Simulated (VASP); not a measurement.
# Rh (Fd-3m) in VASP: single point with r2SCAN

Aim: the single point of Rh with r2SCAN.

Everything below comes from runs of VASP 6.6.1. Logs are shortened: lines on timing, memory, paths and dates and some standing lists are left out, and cuts for length are marked.

## 1. The cell of the first run

Symmetry: Fd-3m, No. 227, cubic system. The conventional cell has a = 5.465 Å, b = 5.465 Å, c = 5.465 Å, α = 90.00°, β = 90.00°, γ = 90.00°. Rh (site symmetry -43m) has 4 Rh at 2.37 Å within 3.1 Å.

This isn't the form of Rh at room conditions, which is fcc.

## 2. Single point, r2SCAN, non-collinear spin, zero start, spin-orbit coupling

The input, POSCAR:

```
Rh
1.0
    0.0000000000      2.7323897059      2.7323897059
    2.7323897059      0.0000000000      2.7323897059
    2.7323897059      2.7323897059      0.0000000000
Rh
2
Direct
    0.1250000000      0.1250000000      0.1250000000
    0.8750000000      0.8750000000      0.8750000000
```

The input, INCAR.step1:

```
SYSTEM = Rh
PREC = Accurate ; ENCUT = 520
ISMEAR = -1 ; SIGMA = 0.1
LREAL = .FALSE. ; LASPH = .TRUE.
NELM = 150 ; MAGMOM = 0 0 0 0 0 0
LSORBIT = .TRUE. ; GGA_COMPAT = .FALSE.
LMAXMIX = 4 ; NBANDS = 42
GGA = PE ; ALGO = Normal
EDIFF = 1E-4 ; LWAVE = .TRUE.
LCHARG = .FALSE.
```

The input, INCAR.step2:

```
SYSTEM = Rh
PREC = Accurate ; ENCUT = 520
EDIFF = 1E-6 ; ISMEAR = -1
SIGMA = 0.1 ; LREAL = .FALSE.
LASPH = .TRUE. ; NELM = 150
ALGO = Normal ; ISIF = 2
LWAVE = .FALSE. ; LCHARG = .FALSE.
MAGMOM = 0 0 0 0 0 0 ; LORBIT = 11
LSORBIT = .TRUE. ; GGA_COMPAT = .FALSE.
LORBMOM = .TRUE. ; LMAXMIX = 4
METAGGA = R2SCAN ; LMIXTAU = .TRUE.
NBANDS = 42 ; ISTART = 1
```

The input, KPOINTS:

```
regular mesh
0
G
  10 10 10
  0 0 0
```

Potentials or basis: VASP PAW PBE potentials, release 64 (Rh_pv).

On the command line:

```bash
cat potpaw_PBE.64/Rh_pv/POTCAR > POTCAR
cp INCAR.step1 INCAR
mpirun -np 1 vasp_ncl > vasp.out
cp INCAR.step2 INCAR
mpirun -np 1 vasp_ncl > vasp.out
```

OUTCAR:

```text
SYSTEM = Rh
   PREC = Accurate
   ENCUT = 520
   EDIFF = 1E-6
   ISMEAR = -1
   LREAL = .FALSE.
   LASPH = .TRUE.
   NELM = 150
   ISIF = 2
   LORBIT = 11
   LSORBIT = .TRUE.
   METAGGA = R2SCAN
   ISTART = 1

 ion  position               nearest neighbor table
   1  0.125  0.125  0.125-   2 2.37   2 2.37   2 2.37   2 2.37
   2  0.875  0.875  0.875-   1 2.37   1 2.37   1 2.37   1 2.37

  LATTYP: Found a face centered cubic cell.
 ALAT       =     5.4647794118

  Lattice vectors:

 A1 = (   0.0000000000,   2.7323897059,   2.7323897059)
 A2 = (   2.7323897059,   0.0000000000,   2.7323897059)
 A3 = (   2.7323897059,   2.7323897059,   0.0000000000)

Analysis of symmetry for initial positions (statically):
=====================================================================
 Subroutine PRICEL returns:
 Original cell was already a primitive cell.

 Routine SETGRP: Setting up the symmetry group for a
 face centered cubic supercell.

 Subroutine GETGRP returns: Found 48 space group operations
 (whereof 12 operations were pure point group operations)
 out of a pool of 48 trial point group operations.

The static configuration has the point symmetry D_3d.
 The point group associated with its full space group is O_h .

Analysis of symmetry for dynamics (positions and initial velocities):
=====================================================================
 Subroutine PRICEL returns:
 Original cell was already a primitive cell.

 Routine SETGRP: Setting up the symmetry group for a
 face centered cubic supercell.

 Subroutine GETGRP returns: Found 48 space group operations
 (whereof 12 operations were pure point group operations)
 out of a pool of 48 trial point group operations.

The dynamic configuration has the point symmetry D_3d.
 The point group associated with its full space group is O_h .

Analysis of structural, dynamic, and magnetic symmetry:
=====================================================================
 Subroutine PRICEL returns:
 Original cell was already a primitive cell.

 Routine SETGRP: Setting up the symmetry group for a
 face centered cubic supercell.

 Subroutine GETGRP returns: Found 48 space group operations
 (whereof 12 operations were pure point group operations)
 out of a pool of 48 trial point group operations.

The overall configuration has the point symmetry D_3d.
 The point group associated with its full space group is O_h .

 Subroutine INISYM returns: Found 48 space group operations
 (whereof 12 operations are pure point group operations),
 and found     1 'primitive' translations

----------------------------------------------------------------------------------------

                                     Primitive cell

  volume of cell :      40.7998

  direct lattice vectors                    reciprocal lattice vectors
     0.000000000  2.732389706  2.732389706    -0.182990003  0.182990003  0.182990003
     2.732389706  0.000000000  2.732389706     0.182990003 -0.182990003  0.182990003
     2.732389706  2.732389706  0.000000000     0.182990003  0.182990003 -0.182990003

  length of vectors
     3.864182580  3.864182580  3.864182580     0.316947982  0.316947982  0.316947982

  position of ions in fractional coordinates (direct lattice)
     0.125000000  0.125000000  0.125000000
     0.875000000  0.875000000  0.875000000

  ion indices of the primitive-cell ions
   primitive index   ion index
                 1           1
                 2           2

----------------------------------------------------------------------------------------

 KPOINTS: regular mesh

Automatic generation of k-mesh.
 Grid dimensions read from file:
 generate k-points for:   10   10   10

 Generating k-lattice:

  Cartesian coordinates                     Fractional coordinates (reciprocal lattice)
    -0.018299000  0.018299000  0.018299000     0.100000000  0.000000000  0.000000000
     0.018299000 -0.018299000  0.018299000     0.000000000  0.100000000  0.000000000
[... 92 lines left out ...]
 NGX is ok and might be reduce to    30
   NGX = 15   NGY = 15   NGZ = 15

 number of electron      30.0000001 magnetization       0.0000000     -0.0000000      0.0000000

 number of electron      30.0000001 magnetization      -0.0000000     -0.0000000     -0.0000000

 number of electron      30.0000001 magnetization      -0.0000000      0.0000000     -0.0000000

 Free energy of the ion-electron system (eV)
  ---------------------------------------------------
  ext. energy  EPLUGINS =         0.00000000
  ---------------------------------------------------
  free energy    TOTEN  =       -46.39854869 eV

  energy without entropy =      -46.29612414  energy(sigma->0) =      -46.34733642

 E-fermi :   6.6147     XC(G=0): -12.0009

 val. band max:        6.6064279901   @ k =   0.5000   0.3000   0.1000
 cond. band min:       6.6238459895   @ k =   0.4000   0.4000   0.0000
 fundamental gap:      0.0174179994
 Fermi energy:         6.6147374007

 k-point     1 :       0.0000    0.0000    0.0000
  band No.  band energies     occupation
      1     -44.5685      1.00000
      2     -44.5685      1.00000
      3     -43.9498      1.00000
      4     -43.9498      1.00000
      5     -40.8789      1.00000
      6     -40.8789      1.00000
[... 1069 lines left out ...]
     41      17.5067      0.00000
     42      17.5067      0.00000

 [... further k-points ...]
[... 5 lines left out ...]
  --------------------------------------------------------------------------------------
  -------------------------------------------------------------------------------------
  Total        0.2188998      0.2188998      0.2188998      0.0000000      0.0000000      0.0000000
  in kB        8.5960316      8.5960316      8.5960316      0.0000000      0.0000000      0.0000000
  external PRESSURE =       8.5960316 kB  Pullay stress =       0.0000000 kB

 VOLUME and BASIS-vectors are now :
 -----------------------------------------------------------------------------
  energy-cutoff  :      520.00
  volume of cell :       40.80
      direct lattice vectors                 reciprocal lattice vectors
     0.000000000  2.732389706  2.732389706    -0.182990003  0.182990003  0.182990003
     2.732389706  0.000000000  2.732389706     0.182990003 -0.182990003  0.182990003
     2.732389706  2.732389706  0.000000000     0.182990003  0.182990003 -0.182990003

 POSITION                                       TOTAL-FORCE (eV/Angst)
 -----------------------------------------------------------------------------------
      0.68310      0.68310      0.68310         0.000000      0.000000      0.000000
      4.78168      4.78168      4.78168        -0.000000     -0.000000     -0.000000
 -----------------------------------------------------------------------------------
    total drift:                               -0.000000      0.000000      0.000000

  FREE ENERGIE OF THE ION-ELECTRON SYSTEM (eV)
  ---------------------------------------------------
  free  energy   TOTEN  =       -46.3985486940 eV

  energy  without entropy=      -46.2961241370  energy(sigma->0) =      -46.34733642

 orbital moment (x)

 # of ion     p       d       tot
 ----------------------------------------
  1         0.000  -0.000  -0.000
  2         0.000   0.000   0.000
 ----------------------------------------
            0.000   0.000   0.000

 orbital moment (y)

 # of ion     p       d       tot
 ----------------------------------------
  1         0.000  -0.000  -0.000
  2         0.000   0.000   0.000
 ----------------------------------------
            0.000   0.000   0.000

 orbital moment (z)

 # of ion     p       d       tot
 ----------------------------------------
  1         0.000   0.000   0.000
  2         0.000   0.000   0.000
 ----------------------------------------
            0.000   0.000   0.000

 Spin-Orbit-Coupling matrix elements

 Ion:    1  E_soc:     -0.3013301
 l=   1
     0.0000000    -0.0410081    -0.0410081
    -0.0410081     0.0000000    -0.0410081
    -0.0410081    -0.0410081     0.0000000
 l=   2
     0.0000000    -0.0015888     0.0000000    -0.0015888    -0.0076248
    -0.0015888     0.0000000    -0.0057186    -0.0015888    -0.0019062
     0.0000000    -0.0057186     0.0000000    -0.0057186     0.0000000
    -0.0015888    -0.0015888    -0.0057186     0.0000000    -0.0019062
    -0.0076248    -0.0019062     0.0000000    -0.0019062     0.0000000
 l=   3
     0.0000000     0.0000000     0.0000000     0.0000000     0.0000000     0.0000000     0.0000000
     0.0000000     0.0000000     0.0000000     0.0000000     0.0000000     0.0000000     0.0000000
     0.0000000     0.0000000     0.0000000     0.0000000     0.0000000     0.0000000     0.0000000
     0.0000000     0.0000000     0.0000000     0.0000000     0.0000000     0.0000000     0.0000000
     0.0000000     0.0000000     0.0000000     0.0000000     0.0000000     0.0000000     0.0000000
     0.0000000     0.0000000     0.0000000     0.0000000     0.0000000     0.0000000     0.0000000
     0.0000000     0.0000000     0.0000000     0.0000000     0.0000000     0.0000000     0.0000000

 Ion:    2  E_soc:     -0.3013301
 l=   1
     0.0000000    -0.0410081    -0.0410081
    -0.0410081     0.0000000    -0.0410081
    -0.0410081    -0.0410081     0.0000000
 l=   2
     0.0000000    -0.0015888     0.0000000    -0.0015888    -0.0076248
    -0.0015888     0.0000000    -0.0057186    -0.0015888    -0.0019062
     0.0000000    -0.0057186     0.0000000    -0.0057186     0.0000000
    -0.0015888    -0.0015888    -0.0057186     0.0000000    -0.0019062
    -0.0076248    -0.0019062     0.0000000    -0.0019062     0.0000000
 l=   3
     0.0000000     0.0000000     0.0000000     0.0000000     0.0000000     0.0000000     0.0000000
     0.0000000     0.0000000     0.0000000     0.0000000     0.0000000     0.0000000     0.0000000
     0.0000000     0.0000000     0.0000000     0.0000000     0.0000000     0.0000000     0.0000000
     0.0000000     0.0000000     0.0000000     0.0000000     0.0000000     0.0000000     0.0000000
     0.0000000     0.0000000     0.0000000     0.0000000     0.0000000     0.0000000     0.0000000
     0.0000000     0.0000000     0.0000000     0.0000000     0.0000000     0.0000000     0.0000000
     0.0000000     0.0000000     0.0000000     0.0000000     0.0000000     0.0000000     0.0000000

 total charge

# of ion       s       p       d       tot
------------------------------------------
    1        0.473   6.230   7.176  13.880
    2        0.473   6.230   7.176  13.880
--------------------------------------------------
tot          0.947  12.460  14.353  27.759

 magnetization (x)

# of ion       s       p       d       tot
------------------------------------------
    1       -0.000  -0.000   0.000   0.000
    2       -0.000  -0.000   0.000   0.000
--------------------------------------------------
tot         -0.000  -0.000   0.000   0.000

 magnetization (y)

# of ion       s       p       d       tot
------------------------------------------
    1       -0.000  -0.000   0.000   0.000
    2       -0.000  -0.000   0.000   0.000
--------------------------------------------------
tot         -0.000  -0.000   0.000   0.000

 magnetization (z)

# of ion       s       p       d       tot
------------------------------------------
    1        0.000  -0.000  -0.000  -0.000
    2       -0.000  -0.000   0.000   0.000
--------------------------------------------------
tot         -0.000  -0.000  -0.000  -0.000
```

It took 11 min on 1 thread of Oxide Virtual Turin-like, shared host; peak memory 0.34 GiB.

Results:

```yaml
Free_energy: -46.3985 eV
Pressure: 0.9 GPa
Net_moment: 0.00 μB per cell
Valence_electrons_inside_the_program's_atomic_spheres: Rh 13.88
```

Moments on the atoms (μB; x, y, z):
```
Rh  0.00 0.00 0.00
Rh  0.00 0.00 0.00
```

Caveat: the PAW data sets were made with another functional, which shifts forces and pressure a little.
